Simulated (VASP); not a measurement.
# EuS (Fm-3m) in VASP: further runs

EuS is run at these levels: r2SCAN+U; tasks: single point.

All numbers are computed with VASP 6.6.1; they aren't measurements. Logs are shortened: lines on timing, memory, paths and dates and some standing lists are left out, and cuts for length are marked.

**What was measured.**

“Crystal-field mediated electronic transitions of EuS up to 35 GPa”, 2022, pmc:8786971 reports, for a powder of EuS at 300 K: band gap 1.72 eV (optical).

The results are compared with them further down.

### 1 The cell of the first run

It takes space group Fm-3m (No. 225, cubic). The conventional cell has a = 5.787 Å, b = 5.787 Å, c = 5.787 Å, α = 90.00°, β = 90.00°, γ = 90.00°. Within 3.8 Å of Eu (site symmetry m-3m) lie 6 S at 2.89 Å. S (site symmetry m-3m) has 6 Eu at 2.89 Å within 3.8 Å.

### 2 Single point, r2SCAN+U, collinear spin, ferromagnetic start

The input, POSCAR:

```
EuS
1.0
    0.0000000000      2.8936616351      2.8936616351
    2.8936616351      0.0000000000      2.8936616351
    2.8936616351      2.8936616351      0.0000000000
Eu S
1 1
Direct
    0.0000000000      0.0000000000      0.0000000000
    0.5000000000      0.5000000000      0.5000000000
```

The input, INCAR.step1:

```
SYSTEM = EuS
PREC = Accurate ; ENCUT = 800
ISMEAR = 1 ; SIGMA = 0.1
LREAL = .FALSE. ; LASPH = .TRUE.
NELM = 200 ; ISPIN = 2
MAGMOM = 9.1 0 ; LMAXMIX = 6
LDAU = .TRUE. ; LDAUTYPE = 2
LDAUL = 3 -1 ; LDAUU = 3 0
LDAUJ = 0 0 ; NBANDS = 22
GGA = PE ; ALGO = Normal
EDIFF = 1E-5 ; LWAVE = .TRUE.
LCHARG = .FALSE. ; GGA_COMPAT = .FALSE.
```

The input, INCAR.step2:

```
SYSTEM = EuS
PREC = Accurate ; ENCUT = 800
EDIFF = 1E-6 ; ISMEAR = 1
SIGMA = 0.1 ; LREAL = .FALSE.
LASPH = .TRUE. ; NELM = 200
ALGO = Normal ; ISIF = 2
LWAVE = .FALSE. ; LCHARG = .FALSE.
ISPIN = 2 ; MAGMOM = 9.1 0
LORBIT = 11 ; LMAXMIX = 6
LDAU = .TRUE. ; LDAUTYPE = 2
LDAUL = 3 -1 ; LDAUU = 3 0
LDAUJ = 0 0 ; LDAUPRINT = 1
METAGGA = R2SCAN ; LMIXTAU = .TRUE.
NBANDS = 22 ; ISTART = 1
GGA_COMPAT = .FALSE.
```

The input, KPOINTS:

```
regular mesh
0
G
  7 7 7
  0 0 0
```

Potentials or basis: VASP PAW PBE potentials, release 64 (Eu, S).

The run is started by

```
cat potpaw_PBE.64/Eu/POTCAR potpaw_PBE.64/S/POTCAR > POTCAR
cp INCAR.step1 INCAR
mpirun -np 1 vasp_std > vasp.out
cp INCAR.step2 INCAR
mpirun -np 1 vasp_std > vasp.out
```

OUTCAR:

```text
SYSTEM = EuS
   PREC = Accurate
   ENCUT = 800
   EDIFF = 1E-6
   ISMEAR = 1
   LREAL = .FALSE.
   LASPH = .TRUE.
   NELM = 200
   ISIF = 2
   ISPIN = 2
   LORBIT = 11
   METAGGA = R2SCAN
   ISTART = 1

 ion  position               nearest neighbor table
   1  0.000  0.000  0.000-   2 2.89   2 2.89   2 2.89   2 2.89   2 2.89   2 2.89
   2  0.500  0.500  0.500-   1 2.89   1 2.89   1 2.89   1 2.89   1 2.89   1 2.89

  LATTYP: Found a face centered cubic cell.
 ALAT       =     5.7873232702

  Lattice vectors:

 A1 = (   0.0000000000,   2.8936616351,   2.8936616351)
 A2 = (   2.8936616351,   0.0000000000,   2.8936616351)
 A3 = (   2.8936616351,   2.8936616351,   0.0000000000)

Analysis of symmetry for initial positions (statically):
=====================================================================
 Subroutine PRICEL returns:
 Original cell was already a primitive cell.

 Routine SETGRP: Setting up the symmetry group for a
 face centered cubic supercell.

 Subroutine GETGRP returns: Found 48 space group operations
 (whereof 48 operations were pure point group operations)
 out of a pool of 48 trial point group operations.

The static configuration has the point symmetry O_h .

Analysis of symmetry for dynamics (positions and initial velocities):
=====================================================================
 Subroutine PRICEL returns:
 Original cell was already a primitive cell.

 Routine SETGRP: Setting up the symmetry group for a
 face centered cubic supercell.

 Subroutine GETGRP returns: Found 48 space group operations
 (whereof 48 operations were pure point group operations)
 out of a pool of 48 trial point group operations.

The dynamic configuration has the point symmetry O_h .

Analysis of structural, dynamic, and magnetic symmetry:
=====================================================================
 Subroutine PRICEL returns:
 Original cell was already a primitive cell.

 Routine SETGRP: Setting up the symmetry group for a
 face centered cubic supercell.

 Subroutine GETGRP returns: Found 48 space group operations
 (whereof 48 operations were pure point group operations)
 out of a pool of 48 trial point group operations.

The overall configuration has the point symmetry O_h .

 Subroutine INISYM returns: Found 48 space group operations
 (whereof 48 operations are pure point group operations),
 and found     1 'primitive' translations

----------------------------------------------------------------------------------------

                                     Primitive cell

  volume of cell :      48.4589

  direct lattice vectors                    reciprocal lattice vectors
     0.000000000  2.893661635  2.893661635    -0.172791454  0.172791454  0.172791454
     2.893661635  0.000000000  2.893661635     0.172791454 -0.172791454  0.172791454
     2.893661635  2.893661635  0.000000000     0.172791454  0.172791454 -0.172791454

[... 120 lines left out ...]

atom =   1  type =  1  l = 3

 onsite density matrix

spin component  1

  0.9622  0.0000 -0.0057  0.0000 -0.0000 -0.0000  0.0000
  0.0000  0.9679  0.0000  0.0000 -0.0000 -0.0000  0.0000
 -0.0057  0.0000  0.9651  0.0000 -0.0000  0.0000 -0.0000
  0.0000  0.0000  0.0000  0.9578  0.0000  0.0000 -0.0000
 -0.0000 -0.0000 -0.0000  0.0000  0.9651 -0.0000  0.0057
 -0.0000 -0.0000  0.0000  0.0000 -0.0000  0.9695  0.0000
  0.0000  0.0000 -0.0000 -0.0000  0.0057  0.0000  0.9622

spin component  2

  0.0026 -0.0000  0.0013 -0.0000 -0.0000  0.0000 -0.0000
 -0.0000  0.0000 -0.0000 -0.0000  0.0000  0.0000 -0.0000
  0.0013 -0.0000  0.0020 -0.0000 -0.0000  0.0000  0.0000
 -0.0000 -0.0000 -0.0000  0.0036  0.0000 -0.0000 -0.0000
 -0.0000  0.0000 -0.0000  0.0000  0.0020  0.0000 -0.0013
  0.0000  0.0000  0.0000 -0.0000  0.0000  0.0010 -0.0000
 -0.0000 -0.0000  0.0000 -0.0000 -0.0013 -0.0000  0.0026

 occupancies and eigenvectors

  o =  0.0000  v =  0.0000  0.0000  0.0000  0.0000  0.0000  0.0000  0.0000  0.0000  1.0000 -0.0000  0.0000  0.0000 -0.0000  0.0000      0.0000  0.0000  0.0000  0.0000  0.0000  0.0000  0.0000  0.0000  0.0000  0.0000  0.0000  0.0000  0.0000  0.0000
  o =  0.0010  v =  0.0000  0.0000  0.0000  0.0000  0.0000  0.0000  0.0000 -0.0013 -0.0000  0.0017 -0.0000 -0.0006 -1.0000 -0.0005      0.0000  0.0000  0.0000  0.0000  0.0000  0.0000  0.0000  0.0000  0.0000  0.0000  0.0000  0.0000  0.0000  0.0000
  o =  0.0010  v =  0.0000  0.0000  0.0000  0.0000  0.0000  0.0000  0.0000  0.6123 -0.0000 -0.7905 -0.0000  0.0098 -0.0022  0.0076      0.0000  0.0000  0.0000  0.0000  0.0000  0.0000  0.0000  0.0000  0.0000  0.0000  0.0000  0.0000  0.0000  0.0000
  o =  0.0010  v =  0.0000  0.0000  0.0000  0.0000  0.0000  0.0000  0.0000 -0.0076  0.0000  0.0098  0.0000  0.7905 -0.0008  0.6123      0.0000  0.0000  0.0000  0.0000  0.0000  0.0000  0.0000  0.0000  0.0000  0.0000  0.0000  0.0000  0.0000  0.0000
  o =  0.0036  v =  0.0000  0.0000  0.0000  0.0000  0.0000  0.0000  0.0000 -0.0123  0.0000 -0.0095 -0.9999  0.0009  0.0000 -0.0011      0.0000  0.0000  0.0000  0.0000  0.0000  0.0000  0.0000  0.0000  0.0000  0.0000  0.0000  0.0000  0.0000  0.0000
  o =  0.0036  v =  0.0000  0.0000  0.0000  0.0000  0.0000  0.0000  0.0000 -0.7903  0.0000 -0.6121  0.0155 -0.0141 -0.0000  0.0182      0.0000  0.0000  0.0000  0.0000  0.0000  0.0000  0.0000  0.0000  0.0000  0.0000  0.0000  0.0000  0.0000  0.0000
  o =  0.0036  v =  0.0000  0.0000  0.0000  0.0000  0.0000  0.0000  0.0000 -0.0182  0.0000 -0.0141  0.0018  0.6122 -0.0000 -0.7904      0.0000  0.0000  0.0000  0.0000  0.0000  0.0000  0.0000  0.0000  0.0000  0.0000  0.0000  0.0000  0.0000  0.0000
  o =  0.9578  v = -0.0002 -0.0000 -0.0002  0.9929  0.0729 -0.0000 -0.0941  0.0000  0.0000  0.0000  0.0000  0.0000  0.0000  0.0000      0.0000  0.0000  0.0000  0.0000  0.0000  0.0000  0.0000  0.0000  0.0000  0.0000  0.0000  0.0000  0.0000  0.0000
  o =  0.9578  v =  0.7906  0.0000  0.6124 -0.0000  0.0017 -0.0000 -0.0021  0.0000  0.0000  0.0000  0.0000  0.0000  0.0000  0.0000      0.0000  0.0000  0.0000  0.0000  0.0000  0.0000  0.0000  0.0000  0.0000  0.0000  0.0000  0.0000  0.0000  0.0000
  o =  0.9578  v = -0.0021  0.0000 -0.0016 -0.1191  0.6080 -0.0000 -0.7849  0.0000  0.0000  0.0000  0.0000  0.0000  0.0000  0.0000      0.0000  0.0000  0.0000  0.0000  0.0000  0.0000  0.0000  0.0000  0.0000  0.0000  0.0000  0.0000  0.0000  0.0000
  o =  0.9679  v = -0.0000  1.0000  0.0000  0.0000 -0.0000  0.0000 -0.0000  0.0000  0.0000  0.0000  0.0000  0.0000  0.0000  0.0000      0.0000  0.0000  0.0000  0.0000  0.0000  0.0000  0.0000  0.0000  0.0000  0.0000  0.0000  0.0000  0.0000  0.0000
  o =  0.9695  v = -0.0022  0.0000  0.0029 -0.0000  0.4919 -0.7828  0.3810  0.0000  0.0000  0.0000  0.0000  0.0000  0.0000  0.0000      0.0000  0.0000  0.0000  0.0000  0.0000  0.0000  0.0000  0.0000  0.0000  0.0000  0.0000  0.0000  0.0000  0.0000
  o =  0.9695  v =  0.0000 -0.0000 -0.0000 -0.0000  0.6189  0.6222  0.4794  0.0000  0.0000  0.0000  0.0000  0.0000  0.0000  0.0000      0.0000  0.0000  0.0000  0.0000  0.0000  0.0000  0.0000  0.0000  0.0000  0.0000  0.0000  0.0000  0.0000  0.0000
  o =  0.9695  v = -0.6124 -0.0000  0.7906  0.0000 -0.0018  0.0029 -0.0014  0.0000  0.0000  0.0000  0.0000  0.0000  0.0000  0.0000      0.0000  0.0000  0.0000  0.0000  0.0000  0.0000  0.0000  0.0000  0.0000  0.0000  0.0000  0.0000  0.0000  0.0000

 number of electron      22.9999998 magnetization       6.9999987

 Free energy of the ion-electron system (eV)
  ---------------------------------------------------
  ext. energy  EPLUGINS =         0.00000000
  ---------------------------------------------------
  free energy    TOTEN  =       -52.17218556 eV

  energy without entropy =      -52.17310928  energy(sigma->0) =      -52.17249347

 E-fermi :   4.3496     XC(G=0): -10.5031

 val. band max:        4.3372768344   @ k =   0.1429   0.1429   0.0000
 cond. band min:       4.4888197037   @ k =   0.0000   0.0000   0.0000
 fundamental gap:      0.1515428693
 Fermi energy:         4.3496100446

 spin component 1

 k-point     1 :       0.0000    0.0000    0.0000
  band No.  band energies     occupation
      1     -37.5405      1.00000
      2     -15.7226      1.00000
      3     -15.7226      1.00000
      4     -15.7226      1.00000
      5      -9.5923      1.00000
      6       1.6396      1.00000
[... 489 lines left out ...]
     21      12.6800      0.00000
     22      13.8291      0.00000
 Fermi energy:         4.3496100446

 spin component 2

 k-point     1 :       0.0000    0.0000    0.0000
  band No.  band energies     occupation
      1     -33.8676      1.00000
      2     -13.1344      1.00000
      3     -13.1344      1.00000
      4     -13.1344      1.00000
      5      -9.5829      1.00000
      6       1.9762      1.00000
[... 489 lines left out ...]
     21      13.8707      0.00000
     22      15.2652      0.00000

------------------------ aborting loop because EDIFF is reached ----------------------------------------

  FORCE on cell =-STRESS in cart. coord.  units (eV):
  Direction    XX          YY          ZZ          XY          YZ          ZX
  --------------------------------------------------------------------------------------
  -------------------------------------------------------------------------------------
  Total        1.4046881      1.4046881      1.4046881      0.0000000      0.0000000     -0.0000000
  in kB       46.4426762     46.4426762     46.4426762      0.0000000      0.0000000     -0.0000000
  external PRESSURE =      46.4426762 kB  Pullay stress =       0.0000000 kB

 VOLUME and BASIS-vectors are now :
 -----------------------------------------------------------------------------
  energy-cutoff  :      800.00
  volume of cell :       48.46
      direct lattice vectors                 reciprocal lattice vectors
     0.000000000  2.893661635  2.893661635    -0.172791454  0.172791454  0.172791454
     2.893661635  0.000000000  2.893661635     0.172791454 -0.172791454  0.172791454
     2.893661635  2.893661635  0.000000000     0.172791454  0.172791454 -0.172791454

 POSITION                                       TOTAL-FORCE (eV/Angst)
 -----------------------------------------------------------------------------------
      0.00000      0.00000      0.00000         0.000000      0.000000      0.000000
      2.89366      2.89366      2.89366        -0.000000     -0.000000     -0.000000
 -----------------------------------------------------------------------------------
    total drift:                                0.000000     -0.000000     -0.000000

  FREE ENERGIE OF THE ION-ELECTRON SYSTEM (eV)
  ---------------------------------------------------
  free  energy   TOTEN  =       -52.1721855636 eV

  energy  without entropy=      -52.1731092830  energy(sigma->0) =      -52.17249347

 total charge

# of ion       s       p       d       f       tot
--------------------------------------------------
    1        2.040   5.830   0.294   6.756  14.920
    2        1.308   2.506   0.000   0.000   3.814
--------------------------------------------------
tot          3.348   8.337   0.294   6.756  18.734

 magnetization (x)

# of ion       s       p       d       f       tot
--------------------------------------------------
    1       -0.026  -0.191   0.071   6.729   6.584
    2       -0.010  -0.075   0.000   0.000  -0.085
--------------------------------------------------
tot         -0.036  -0.266   0.071   6.729   6.499
```

Wall time 7.1 min (1 thread of Oxide Virtual Turin-like, shared host); peak memory 0.33 GiB.

Results:

```
Free energy                                           : -52.1722 eV
Pressure                                              : 4.6 GPa
Band gap on the k mesh                                : zero (filled and empty bands overlap)
Net moment                                            : 7.00 μB per cell
Site moments                                          : Eu +6.58; S -0.09 μB
Valence electrons inside the program's atomic spheres : Eu 14.92; S 3.81
```

Eigenvalues of the final occupation matrices:
| site | spin | trace | eigenvalues |
| --- | --- | --- | --- |
| site 1 f | 1 | 6.75 | 0.96 0.96 0.96 0.97 0.97 0.97 0.97 |
| site 1 f | 2 | 0.01 | 0.00 0.00 0.00 0.00 0.00 0.00 0.00 |

Caveat: the cell stands under pressure; the PAW data sets were made with another functional, which shifts forces and pressure a little; spin-orbit coupling is left out, which moves the levels of the heavy elements; a cell with one magnetic atom can't hold antiferromagnetic order, which such compounds often take.

### 3 Single point, r2SCAN+U, collinear spin, ferromagnetic start

This run uses another cell than the first one, of 25.39 Å³/atom.

The input, POSCAR:

```
EuS
1.0
    0.0000000000      2.9390536321      2.9390536321
    2.9390536321      0.0000000000      2.9390536321
    2.9390536321      2.9390536321      0.0000000000
Eu S
1 1
Direct
    0.0000000000      0.0000000000      0.0000000000
    0.5000000000      0.5000000000      0.5000000000
```

The input, INCAR.step1:

```
SYSTEM = EuS
ALGO = Normal ; EDIFF = 1E-5
ENCUT = 800 ; GGA = PE
GGA_COMPAT = .False. ; ISMEAR = 1
ISPIN = 2 ; LASPH = .True.
LCHARG = .False. ; LDAU = .True.
LDAUJ = 0 0 ; LDAUL = 3 -1
LDAUTYPE = 2 ; LDAUU = 3 0
LMAXMIX = 6 ; LREAL = .False.
LWAVE = .True. ; MAGMOM = 9.1 0
NBANDS = 22 ; NELM = 200
PREC = Accurate ; SIGMA = 0.1
```

The input, INCAR.step2:

```
SYSTEM = EuS
ALGO = Normal ; EDIFF = 1E-6
ENCUT = 800 ; GGA_COMPAT = .False.
ISIF = 2 ; ISMEAR = 1
ISPIN = 2 ; ISTART = 1
LASPH = .True. ; LCHARG = .False.
LDAU = .True. ; LDAUJ = 0 0
LDAUL = 3 -1 ; LDAUPRINT = 1
LDAUTYPE = 2 ; LDAUU = 3 0
LMAXMIX = 6 ; LMIXTAU = .True.
LORBIT = 11 ; LREAL = .False.
LWAVE = .False. ; MAGMOM = 9.1 0
METAGGA = R2SCAN ; NBANDS = 22
NELM = 200 ; PREC = Accurate
SIGMA = 0.1
```

The input, KPOINTS:

```
k-points
0
Gamma
  7 7 7
  0 0 0
```

Potentials or basis: VASP PAW PBE potentials, release 64 (Eu, S).

The run is started by

```
cat potpaw_PBE.64/Eu/POTCAR potpaw_PBE.64/S/POTCAR > POTCAR
cp INCAR.step1 INCAR
mpirun -np 1 vasp_std > vasp.out
cp INCAR.step2 INCAR
mpirun -np 1 vasp_std > vasp.out
```

Run time: 7.3 min. Hardware: 1 thread of Oxide Virtual Turin-like, shared host; peak memory 0.33 GiB.

Results (log left out):

```
Free energy                                           : -52.2166 eV
Pressure                                              : 1.6 GPa
Band gap on the k mesh                                : zero (filled and empty bands overlap)
Net moment                                            : 7.00 μB per cell
Site moments                                          : Eu +6.59; S -0.08 μB
Valence electrons inside the program's atomic spheres : Eu 14.90; S 3.80
```

Levels at points of the mesh, in eV from the Fermi level:
Spin up:
```csv
k point,band 12,band 13,band 14,band 15,band 16,band 17,band 18,band 19
"(0.00, 0.00, 0.00)",-0.34,0.12,0.12,0.12,1.86,1.86,1.86,2.11
```
Spin down:
| k point | band 5 | band 6 | band 7 | band 8 | band 9 | band 10 | band 11 | band 12 |
| --- | --- | --- | --- | --- | --- | --- | --- | --- |
| (0.00, 0.00, 0.00) | -13.75 | -2.32 | -2.32 | -2.32 | 2.66 | 2.66 | 2.66 | 2.73 |

Eigenvalues of the final occupation matrices:
| site | spin | trace | eigenvalues |
| --- | --- | --- | --- |
| site 1 f | 1 | 6.77 | 0.96 0.96 0.96 0.97 0.97 0.97 0.97 |
| site 1 f | 2 | 0.01 | 0.00 0.00 0.00 0.00 0.00 0.00 0.00 |

Caveat: the PAW data sets were made with another functional, which shifts forces and pressure a little; spin-orbit coupling is left out, which moves the levels of the heavy elements; a cell with one magnetic atom can't hold antiferromagnetic order, which such compounds often take.

(Continued in part 2 of 2.)

The gap in the log of VASP goes by the Fermi energy; the results here count the filled bands.